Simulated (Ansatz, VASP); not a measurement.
## Au: VASP beside Ansatz

File INCAR:

```
SYSTEM = Au
PREC     = Accurate       ! precision mode
ENCUT    = 520            ! plane-wave cutoff, eV
EDIFF    = 1E-7           ! SCF threshold, eV
ISMEAR   = 0              ! smearing method
SIGMA    = 0.15           ! smearing width, eV
LREAL    = .FALSE.        ! projectors in reciprocal space
LASPH    = .TRUE.         ! aspherical terms in the spheres
NELM     = 80             ! most SCF steps
ALGO     = Fast           ! electronic algorithm
ISIF     = 2              ! what is computed and relaxed
LWAVE    = .FALSE.        ! write WAVECAR
LCHARG   = .FALSE.        ! write CHGCAR
GGA      = PS             ! functional
NBANDS   = 12             ! bands
```

File KPOINTS:

```
Automatic mesh
0
G
  26 26 26
  0 0 0
```

Contents of POSCAR:

```
Au
1.0
   -1.5805465595      1.5805465595      1.5400197247
    1.5805465595     -1.5805465595      1.5400197247
    1.5805465595      1.5805465595     -1.5400197247
Au
1
Direct
    0.0000000000      0.0000000000      0.0000000000
```

Input for Ansatz:

```yaml
crystal:
  lattice:
    - [-1.5805465595, 1.5805465595, 1.5400197247]
    - [1.5805465595, -1.5805465595, 1.5400197247]
    - [1.5805465595, 1.5805465595, -1.5400197247]
  atoms:
    - { symbol: Au, position: [0.0, 0.0, 0.0] }
basis:
  ecutwfc: 420
kpoints:
  mp_grid: { grid: [26, 26, 26] }
hamiltonian:
  xc: pbesol
scf:
  occupations: { method: gaussian, width: 0.15 }
output:
  forces: true
  stress: true
  eigenvalues: true
  write_density: true
  write_potential: true
  elf: true
  volumetric_format: npy
```

Change from the starting cell: strain -0.025 along x and y, -0.050 along z, atoms carried along.

Alike in both runs: task single point; functional PBEsol; k mesh 26 × 26 × 26; occupations gaussian, width 0.15 eV; no spin polarisation.

|  | VASP | Ansatz |
| --- | --- | --- |
| version | VASP 6.6.1 | Ansatz 0.2.0 |
| potentials or method | VASP PAW PBE potentials, release 64 (Au), cutoff 520 eV | scalar-relativistic, plane waves, PAW |
| valence electrons in the cell | 11 | 19 |

|  | VASP | Ansatz | Ansatz less VASP |
| --- | --- | --- | --- |
| gap on the k mesh at the Fermi level (eV) | none | none | - |
| pressure (GPa) | 23.6 | 23.9 | +0.38 |

VASP's potentials were made for PBE, not for PBEsol. A gap of «none» marks a metal or a gap that the smearing closes. With one functional, cell and mesh, what is left measures potentials, basis and numerics. VASP's potentials hold 11 valence electrons a cell and Ansatz's 19, so a difference there can come from the potentials and not from the codes.

Spin-orbit coupling is off throughout.
